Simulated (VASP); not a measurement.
Input of a VASP 6.6.1 run:

File INCAR:

```
PREC = Accurate
ENCUT = 520
EDIFF = 1E-7
ISMEAR = -1
SIGMA = 0.05
LREAL = False
LASPH = True
NELM = 150
ALGO = Normal
ISIF = 2
LWAVE = False
LCHARG = True
ISPIN = 2
MAGMOM = 0.3 0.3
LORBIT = 11
LMAXMIX = 4
GGA = PE
LELF = True
LVHAR = True
NBANDS = 21
```

Contents of KPOINTS:

```
regular mesh
0
Gamma
  18 18 6
```

POSCAR

```
Pd
1.0
    2.7836650458      0.0000000000      0.0000000000
   -1.3918325229      2.4107246453      0.0000000000
    0.0000000000      0.0000000000      4.6288930000
Pd
2
Direct
    0.6666666667      0.3333333333      0.7500000000
    0.3333333333      0.6666666667      0.2500000000
```

Potentials or basis: VASP PAW PBE potentials, release 64 (Pd).

Command:

```sh
$ cat potpaw_PBE.64/Pd/POTCAR > POTCAR
$ mpirun -np 1 vasp_std > vasp.out
```

(1) Predict the pressure.

(2) Estimate the site moments.

(3) Predict the net moment.

Answers

(1) -1.4 GPa.

(2) Pd +0.34 μB.

(3) 0.68 μB per cell.
